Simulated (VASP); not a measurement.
Write the native input for VASP 6.6.1 that does the following.

```
Task                   : single point
Functional             : PBEsol
Potentials or basis    : VASP PAW PBE potentials, release 64 (Zr_sv, N)
Cutoff                 : 520 eV
k mesh                 : 4 × 4 × 6
Occupations            : gaussian, width 0.1 eV
Spin                   : no spin polarisation
Dipole correction      : no
Further INCAR settings : ALGO = Normal; EDIFF = 1e-06; NBANDS = 38
```

The structure of Zr2N lies in POSCAR:

```
Zr2N
1.0
    5.4130027300      0.0000000000      0.0000000000
    0.0000000000      5.4130027300      0.0000000000
    0.0000000000      0.0000000000      3.3077891900
Zr N
4 2
Direct
    0.2961254600      0.2961254600      0.0000000000
    0.7038745400      0.7038745400      0.0000000000
    0.7961254600      0.2038745400      0.5000000000
    0.2038745400      0.7961254600      0.5000000000
    0.0000000000      0.0000000000      0.0000000000
    0.5000000000      0.5000000000      0.5000000000
```

These files were run (other wordings do the same):

INCAR

```
ALGO = Normal ; EDIFF = 1E-6
ENCUT = 520 ; GGA = PS
ISIF = 2 ; ISMEAR = 0
LASPH = True ; LCHARG = True
LELF = True ; LREAL = False
LVHAR = True ; LWAVE = False
NBANDS = 38 ; NELM = 60
PREC = Accurate ; SIGMA = 0.1
```

KPOINTS

```
k-points
0
Gamma
  4 4 6
```

Potentials or basis: VASP PAW PBE potentials, release 64 (Zr_sv, N).

Run with:

```console
$ cat potpaw_PBE.64/Zr_sv/POTCAR potpaw_PBE.64/N/POTCAR > POTCAR
$ mpirun -np 1 vasp_std > vasp.out
```

Results of the run:

* Pressure: -4.6 GPa
* Band gap on the k mesh: zero (band 29 reaches 10.96 eV, above the bottom of band 30 at 8.45 eV)

Caveat: the PAW data sets were made with another functional, which shifts forces and pressure a little.

Run time: 45 s on 1 thread of AMD EPYC 9R45 96-Core Processor (Zen 5), with other jobs on the host, peak memory 0.2 GiB.
